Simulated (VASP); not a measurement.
# B (P2_12_12) in VASP: relaxation of cell and atoms with PBE

Aim: the relaxation of cell and atoms of B with PBE.

Everything below comes from runs of VASP 6.6.1. Logs are shortened: lines on timing, memory, paths and dates and some standing lists are left out, and cuts for length are marked.

## 1. The cell of the first run

Symmetry: P2_12_12, No. 18, orthorhombic system. The conventional cell has a = 2.243 Å, b = 3.885 Å, c = 3.534 Å, α = 90.00°, β = 90.00°, γ = 90.00°. B (site symmetry 1) has 4 B at 1.59 to 2.04 Å within 2.1 Å.

## 2. Relaxation of cell and atoms, PBE

INCAR

```
SYSTEM = B
PREC     = Accurate       ! precision mode
ENCUT    = 1230           ! plane-wave cutoff, eV
EDIFF    = 1E-7           ! SCF threshold, eV
ISMEAR   = 0              ! smearing method
SIGMA    = 0.1            ! smearing width, eV
LREAL    = .FALSE.        ! projectors in reciprocal space
LASPH    = .TRUE.         ! aspherical terms in the spheres
NELM     = 120            ! most SCF steps
ALGO     = Normal         ! electronic algorithm
ISIF     = 3              ! what is computed and relaxed
LWAVE    = .FALSE.        ! write WAVECAR
LCHARG   = .FALSE.        ! write CHGCAR
GGA      = PE             ! functional
IBRION   = 2              ! ionic algorithm
NSW      = 90             ! ionic steps
EDIFFG   = -0.04          ! ionic threshold
GGA_COMPAT= .FALSE.      
NELMIN   = 4
```

KPOINTS

```
regular mesh
0
G
  8 4 6
  0 0 0
```

POSCAR

```
B
1.0
    2.2431324700      0.0000000000      0.0000000000
    0.0000000000      3.8851304200      0.0000000000
    0.0000000000      0.0000000000      3.5343820700
B
4
Direct
    0.6700000000      0.8199999900      0.6999999900
    0.3300000000      0.1800000100      0.6999999900
    0.1700000000      0.6800000100      0.3000000100
    0.8300000000      0.3199999900      0.3000000100
```

Potentials or basis: VASP PAW PBE potentials, release 64 (B_h).

Started as:

```console
cat potpaw_PBE.64/B_h/POTCAR > POTCAR
mpirun -np 1 vasp_std > vasp.out
```

OUTCAR:

```text
SYSTEM = B
   PREC = Accurate
   ENCUT = 1230
   EDIFF = 1E-7
   ISMEAR = 0
   LREAL = .FALSE.
   LASPH = .TRUE.
   NELM = 120
   ISIF = 3
   GGA = PE
   IBRION = 2
   NSW = 90
   EDIFFG = -0.04
   NELMIN = 4

 ion  position               nearest neighbor table
   1  0.670  0.820  0.700-
   2  0.330  0.180  0.700-
   3  0.170  0.680  0.300-
   4  0.830  0.320  0.300-

  LATTYP: Found a simple orthorhombic cell.
 ALAT       =     2.2431324700
 B/A-ratio  =     1.5756457174
 C/A-ratio  =     1.7320111371

  Lattice vectors:

 A1 = (  -2.2431324700,   0.0000000000,   0.0000000000)
 A2 = (   0.0000000000,   0.0000000000,   3.5343820700)
 A3 = (   0.0000000000,   3.8851304200,   0.0000000000)

Analysis of symmetry for initial positions (statically):
=====================================================================
 Subroutine PRICEL returns:
 Original cell was already a primitive cell.

 Routine SETGRP: Setting up the symmetry group for a
 simple orthorhombic supercell.

 Subroutine GETGRP returns: Found  4 space group operations
 (whereof  2 operations were pure point group operations)
 out of a pool of  8 trial point group operations.

The static configuration has the point symmetry C_2 .
 The point group associated with its full space group is D_2 .

Analysis of symmetry for dynamics (positions and initial velocities):
=====================================================================
 Subroutine PRICEL returns:
 Original cell was already a primitive cell.

 Routine SETGRP: Setting up the symmetry group for a
 simple orthorhombic supercell.

 Subroutine GETGRP returns: Found  4 space group operations
 (whereof  2 operations were pure point group operations)
 out of a pool of  8 trial point group operations.

The dynamic configuration has the point symmetry C_2 .
 The point group associated with its full space group is D_2 .

 Subroutine INISYM returns: Found  4 space group operations
 (whereof  2 operations are pure point group operations),
 and found     1 'primitive' translations

----------------------------------------------------------------------------------------

                                     Primitive cell

  volume of cell :      30.8017

  direct lattice vectors                    reciprocal lattice vectors
     2.243132470  0.000000000  0.000000000     0.445805147  0.000000000  0.000000000
     0.000000000  3.885130420  0.000000000     0.000000000  0.257391617  0.000000000
     0.000000000  0.000000000  3.534382070     0.000000000  0.000000000  0.282934889

  length of vectors
     2.243132470  3.885130420  3.534382070     0.445805147  0.257391617  0.282934889

  position of ions in fractional coordinates (direct lattice)
     0.670000000  0.819999990  0.699999990
     0.330000000  0.180000010  0.699999990
     0.170000000  0.680000010  0.300000010
     0.830000000  0.319999990  0.300000010

  ion indices of the primitive-cell ions
   primitive index   ion index
                 1           1
                 2           2
                 3           3
                 4           4

----------------------------------------------------------------------------------------

 KPOINTS: regular mesh

Automatic generation of k-mesh.
 Grid dimensions read from file:
 generate k-points for:    8    4    6

 Generating k-lattice:

  Cartesian coordinates                     Fractional coordinates (reciprocal lattice)
     0.055725643  0.000000000  0.000000000     0.125000000  0.000000000  0.000000000
     0.000000000  0.064347904  0.000000000     0.000000000  0.250000000  0.000000000
     0.000000000  0.000000000  0.047155815     0.000000000  0.000000000  0.166666667

  Length of vectors
     0.055725643  0.064347904  0.047155815

  Shift w.r.t. Gamma in fractional coordinates (k-lattice)
     0.000000000  0.000000000  0.000000000

 Subroutine IBZKPT returns following result:
 ===========================================

 Found     60 irreducible k-points:

 Following reciprocal coordinates:
            Coordinates               Weight
  0.000000  0.000000  0.000000      1.000000
  0.125000  0.000000  0.000000      2.000000
  0.250000  0.000000  0.000000      2.000000
  0.375000  0.000000  0.000000      2.000000
  0.500000  0.000000  0.000000      1.000000
  0.000000  0.250000  0.000000      2.000000
[... 16 lines left out ...]
  0.250000  0.250000  0.166667      8.000000
  0.375000  0.250000  0.166667      8.000000
 [... further k-points ...]
   k-points           NKPTS =     60   k-points in BZ     NKDIM =     60   number of bands    NBANDS=     10
   number of dos      NEDOS =    301   number of ions     NIONS =      4
   total plane-waves  NPLWV =  53760
   dimension x,y,z NGX =    28 NGY =   48 NGZ =   40
   dimension x,y,z NGXF=    56 NGYF=   96 NGZF=   80
   ions per type =               4
   NGX,Y,Z   is equivalent  to a cutoff of  20.75, 20.54, 18.81 a.u.
   NGXF,Y,Z  is equivalent  to a cutoff of  41.50, 41.08, 37.63 a.u.
 SYSTEM =  B
   PREC   = accura    normal or accurate (medium, high low for compatibility)
   ISTART =      0    job   : 0-new  1-cont  2-samecut
   ICHARG =      2    charge: 1-file 2-atom 10-const
   ISPIN  =      1    spin polarized calculation?
   LNONCOLLINEAR =      F non collinear calculations
   LSORBIT =      F    spin-orbit coupling
   LASPH  =      T    aspherical Exc in radial PAW
   ENCUT  = 1230.0 eV  90.40 Ry    9.51 a.u.   6.41 11.11 10.11*2*pi/ulx,y,z
   NELM   =    120;   NELMIN=  4; NELMDL= -5     # of ELM steps
   EDIFF  = 0.1E-06   stopping-criterion for ELM
   LREAL  =      F    real-space projection
   EDIFFG = -.4E-01   stopping-criterion for IOM
   NSW    =     90    number of steps for IOM
   IBRION =      2    ionic relax: 0-MD 1-quasi-New 2-CG
   NFREE  =      1    steps in history (QN), initial steepest desc. (CG)
   ISIF   =      3    stress and relaxation
   ISYM   =      2    0-nonsym 1-usesym 2-fastsym
   POTIM  = 0.5000    time-step for ionic-motion
   TEBEG  =    0.0;   TEEND  =   0.0 temperature during run
   PSTRESS=    0.0 pullay stress
   NELECT =      12.0000    total number of electrons
   NUPDOWN=      -1.0000    fix difference up-down
   EMIN   =  10.00;   EMAX   =-10.00  energy-range for DOS
   EFERMI =   0.00;   METHOD = LEGACY
   ISMEAR =     0;   SIGMA  =   0.10  broadening in eV -4-tet -1-fermi 0-gaus
   EFERMI_NEDOS =   21; number of points for ismear=-14 and -15
   IALGO  =     38    algorithm
   IMIX   =      4    mixing-type and parameters
     AMIX     =   0.40;   BMIX     =  1.00
     AMIX_MAG =   1.60;   BMIX_MAG =  1.00
  volume/ion in A,a.u.               =       7.70        51.96
  Fermi-wavevector in a.u.,A,eV,Ry     =   1.195668  2.259485 19.451185  1.429622
  Thomas-Fermi vector in A             =   2.331628
   LORBIT       =      0    0 simple, 1 ext, 2 COOP (PROOUT), +10 PAW based schemes
   GGA     = PE    functional components
   LHFCALC =     F    Hartree Fock is set to
   AEXX    =    0.0000 exact exchange contribution
   IVDW    =     0    specifies the selected vdW correction
   LEPSILON=     F    determine dielectric tensor
   LRPA    =     F    only Hartree local field effects (RPA)
 conjugate gradient relaxation of ions
 non-spin polarized calculation
 Gauss-broadening in eV      SIGMA  =   0.10
  energy-cutoff  :     1230.00
  volume of cell :       30.80
 maximum number of plane-waves:      3052
 NGX is ok and might be reduce to    28
   NGX = 13   NGY = 23   NGZ = 21

--------------------------------------- Ionic step        1  -------------------------------------------

 number of electron      12.0000000 magnetization

 Free energy of the ion-electron system (eV)
  ---------------------------------------------------
  ext. energy  EPLUGINS =         0.00000000
  ---------------------------------------------------
  free energy    TOTEN  =       -20.25500304 eV

  energy without entropy =      -20.24789046  energy(sigma->0) =      -20.25144675

------------------------ aborting loop because EDIFF is reached ----------------------------------------

  FORCE on cell =-STRESS in cart. coord.  units (eV):
  Direction    XX          YY          ZZ          XY          YZ          ZX
  --------------------------------------------------------------------------------------
  -------------------------------------------------------------------------------------
  Total       -5.1436830      5.7227423     -2.8753648      0.0000000      0.0000000      0.0000000
  in kB     -267.5535736    297.6738943   -149.5648404      0.0000000      0.0000000      0.0000000
  external PRESSURE =     -39.8148399 kB  Pullay stress =       0.0000000 kB
[... 95 lines left out ...]
  FREE ENERGIE OF THE ION-ELECTRON SYSTEM (eV)
  ---------------------------------------------------
  free  energy   TOTEN  =       -21.0929223998 eV

  energy  without entropy=      -21.0878838524  energy(sigma->0) =      -21.09040313

 E-fermi :  10.0953     XC(G=0): -12.1326

 val. band max:       10.0529456299   @ k =   0.1250   0.2500   0.1667
 cond. band min:      10.2073685824   @ k =   0.1250   0.5000   0.3333
 fundamental gap:      0.1544229525
 Fermi energy:        10.0953272392

 k-point     1 :       0.0000    0.0000    0.0000
  band No.  band energies     occupation
      1      -7.6773      2.00000
      2      -5.1421      2.00000
      3      -0.5807      2.00000
      4       0.8435      2.00000
      5       2.0370      2.00000
      6       7.7929      2.00000
      7       8.0844      2.00000
      8       9.7608      2.00000
      9      10.5887      0.00000
     10      16.7155      0.00000
[... 287 lines left out ...]
 k-point    24 :       0.3750    0.2500    0.1667
  band No.  band energies     occupation
      1      -1.7030      2.00000
      2      -0.5171      2.00000
      3       4.2453      2.00000
      4       4.7886      2.00000
      5       8.3478      2.00000
      6      10.5278      0.00000
      7      11.0194      0.00000
      8      13.4952      0.00000
      9      16.4073      0.00000
     10      18.4091      0.00000

 [... further k-points ...]

[... ionic steps 4 to 32 ...]

--------------------------------------- Ionic step       33  -------------------------------------------

 number of electron      12.0000000 magnetization

------------------------ aborting loop because EDIFF is reached ----------------------------------------

  FORCE on cell =-STRESS in cart. coord.  units (eV):
  Direction    XX          YY          ZZ          XY          YZ          ZX
  --------------------------------------------------------------------------------------
  -------------------------------------------------------------------------------------
  Total       -0.3305975      0.0632497     -0.1729825      0.0000000      0.0000000      0.0000000
  in kB      -16.9033335      3.2339325     -8.8445344      0.0000000      0.0000000      0.0000000
  external PRESSURE =      -7.5046452 kB  Pullay stress =       0.0000000 kB
[... 61 lines left out ...]
  energy  without entropy=      -24.6212179423  energy(sigma->0) =      -24.62236129

--------------------------------------- Ionic step       35  -------------------------------------------

 number of electron      12.0000000 magnetization

 Free energy of the ion-electron system (eV)
  ---------------------------------------------------
  ext. energy  EPLUGINS =         0.00000000
  ---------------------------------------------------
  free energy    TOTEN  =       -24.62363936 eV

  energy without entropy =      -24.62132652  energy(sigma->0) =      -24.62248294

 E-fermi :   8.3225     XC(G=0): -11.3276

 val. band max:        8.2367081296   @ k =   0.2500   0.2500   0.3333
 cond. band min:       8.3268986909   @ k =   0.0000   0.2500   0.3333
 fundamental gap:      0.0901905613
 Fermi energy:         8.3224534446

 k-point     1 :       0.0000    0.0000    0.0000
  band No.  band energies     occupation
      1      -8.8293      2.00000
      2      -8.0169      2.00000
      3      -1.7262      2.00000
      4       2.2384      2.00000
      5       2.6144      2.00000
      6       3.5349      2.00000
      7       4.6590      2.00000
      8      10.7032      0.00000
      9      11.3283      0.00000
     10      14.4870      0.00000
[... 330 lines left out ...]
  FREE ENERGIE OF THE ION-ELECTRON SYSTEM (eV)
  ---------------------------------------------------
  free  energy   TOTEN  =       -24.6236393576 eV

  energy  without entropy=      -24.6213265158  energy(sigma->0) =      -24.62248294

 reached required accuracy - stopping structural energy minimisation
```

Run time: 25 min. Hardware: 1 thread of AMD EPYC 7R43 (Zen 3), shared host; peak memory 0.2 GiB.

Results:

```
Free energy                           : -24.6236 eV
Relaxed volume                        : 7.80 Å³/atom
Relaxed cell                          : a = 1.646 Å, b = 6.676 Å, c = 2.841 Å, α = 90.00°, β = 90.00°, γ = 90.00°
Space group after relaxing (to 0.1 Å) : Cmcm (No. 63)
Energy gained by relaxing             : 1092.2 meV/atom
Ionic steps                           : 35
Pressure after relaxing               : 0.3 GPa
Largest force after relaxing          : 0.033 eV/Å
Band gap on the k mesh                : zero (bands 6 and 7 overlap by 8.41 eV)
```

Forces in eV/Å, atoms in the order of the input:
```
B    0.006  0.021  0.025
B   -0.006 -0.021  0.025
B    0.006 -0.021 -0.025
B   -0.006  0.021 -0.025
```

The path:
| step | energy change (eV) | largest force (eV/Å) | pressure (GPa) | volume (Å³) |
| --- | --- | --- | --- | --- |
| 1 | 0.0000 | 1.3878 | -3.98 | 30.80 |
| 2 | -0.9835 | 1.5370 | -14.37 | 29.81 |
| 3 | -0.8379 | 6.3235 | 45.94 | 25.94 |
| 4 | -1.3937 | 4.6420 | 13.19 | 27.44 |
| 5 | -1.5218 | 3.0687 | -7.27 | 28.72 |
| 6 | -1.5769 | 3.5301 | -1.97 | 28.32 |
| 7 | -1.9024 | 3.5225 | -0.16 | 27.99 |
| 8 | -2.4698 | 2.9106 | 10.23 | 27.05 |
| 9 | -1.0587 | 1.7742 | 95.56 | 24.46 |
| 10 | -2.6082 | 2.6129 | 19.29 | 26.63 |
| 11 | -2.5333 | 2.1474 | 47.77 | 25.62 |
| 12 | -2.7052 | 2.3526 | 29.56 | 26.21 |
| 13 | -2.6954 | 2.3042 | 34.96 | 26.03 |
| 14 | -3.0694 | 1.2582 | 21.65 | 27.12 |
| 15 | -3.3450 | 0.5621 | 6.85 | 29.25 |
| 16 | -3.3609 | 0.5179 | 4.59 | 29.78 |
| 17 | -3.3670 | 0.4927 | 2.67 | 30.38 |
| 18 | -3.4573 | 0.5422 | -2.40 | 30.68 |
| 19 | -3.5589 | 0.4384 | -13.53 | 31.51 |
| 20 | -3.5967 | 0.4421 | -13.53 | 31.44 |
| 21 | -3.7352 | 0.4962 | -13.99 | 31.23 |
| 22 | -3.9335 | 0.3320 | -10.13 | 30.72 |
| 23 | -4.0269 | 0.3360 | -5.16 | 30.28 |
| 24 | -4.1343 | 0.5252 | 8.26 | 29.26 |
| 25 | -4.1811 | 0.5772 | 7.53 | 29.52 |
| 26 | -4.2944 | 0.5501 | 6.48 | 30.26 |
| 27 | -4.1868 | 0.4642 | 8.62 | 31.69 |
| 28 | -4.3159 | 0.2723 | 6.44 | 30.77 |
| 29 | -4.3508 | 0.2588 | 0.35 | 31.51 |
| 30 | -4.3510 | 0.2731 | -0.16 | 31.58 |
| 31 | -4.3626 | 0.1827 | -0.48 | 31.47 |
| 32 | -4.3676 | 0.0899 | -0.74 | 31.34 |
| 33 | -4.3677 | 0.0855 | -0.75 | 31.34 |
| 34 | -4.3685 | 0.0495 | -0.05 | 31.26 |
| 35 | -4.3686 | 0.0333 | 0.34 | 31.22 |

Final structure:
```
CELL_PARAMETERS angstrom
1.64567 0.00000 0.00000
0.00000 6.67587 0.00000
0.00000 0.00000 2.84150
ATOMIC_POSITIONS crystal
B 0.73781 0.81160 0.74958
B 0.26219 0.18840 0.74958
B 0.23781 0.68840 0.25042
B 0.76219 0.31160 0.25042
```

Caveat: the k points lie up to 0.48 Å⁻¹ apart in the final cell, too coarse for converged energies and pressures of a metal; a cell axis changed by over 15 % at a fixed basis, so the end point is rough.

The gap in the log of VASP goes by the Fermi energy; the results here count the filled bands.